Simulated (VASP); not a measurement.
Set up this calculation in VASP 6.6.1, as the native input.

```yaml
Task: single point
Functional: PBE
Potentials_or_basis: VASP PAW PBE potentials, release 64 (Nb_sv)
Cutoff: 520 eV
k_mesh: 10 × 10 × 15
Occupations: fermi-dirac, width 0.05 eV
Spin: collinear spin
Starting_moments: "[1.0, 1.0, 1.0] μB"
Dipole_correction: no
Further_INCAR_settings: ALGO = Normal; EDIFF = 1e-07; NBANDS = 30
```

The structure of Nb lies in POSCAR:

```
Nb
1.0
    4.8139492621      0.0000000000      0.0000000000
   -2.4069746311      4.1690023535      0.0000000000
    0.0000000000      0.0000000000      2.6504260828
Nb
3
Direct
    1.0000000000      1.0000000000      1.0000000000
    0.3333333333      0.6666666667      0.5000000000
    0.6666666667      0.3333333333      0.5000000000
```

This isn't the form of Nb at room conditions, which is bcc.

These files were run (other wordings do the same):

INCAR

```
SYSTEM = Nb
ALGO = Normal
EDIFF = 1E-7
ENCUT = 520
GGA = PE
ISIF = 2
ISMEAR = -1
ISPIN = 2
LASPH = .TRUE.
LCHARG = .TRUE.
LELF = .TRUE.
LMAXMIX = 4
LORBIT = 11
LREAL = .FALSE.
LVHAR = .TRUE.
LWAVE = .FALSE.
MAGMOM = 1 1 1
NBANDS = 30
NELM = 150
PREC = Accurate
SIGMA = 0.05
```

KPOINTS

```
k-points
0
G
  10 10 15
  0 0 0
```

Potentials or basis: VASP PAW PBE potentials, release 64 (Nb_sv).

Command:

```sh
$ cat potpaw_PBE.64/Nb_sv/POTCAR > POTCAR
$ mpirun -np 1 vasp_std > vasp.out
```

Results of the run:

```
Pressure                                              : 7.0 GPa
Net moment                                            : 0.00 μB per cell
Valence electrons inside the program's atomic spheres : Nb 10.72, 10.80 (each value once)
```

Caveat: the cell stands under pressure.

Wall time 4.7 min on 1 thread of Intel(R) Xeon(R) Platinum 8488C (Sapphire Rapids), with other jobs on the host, peak memory 0.35 GiB.
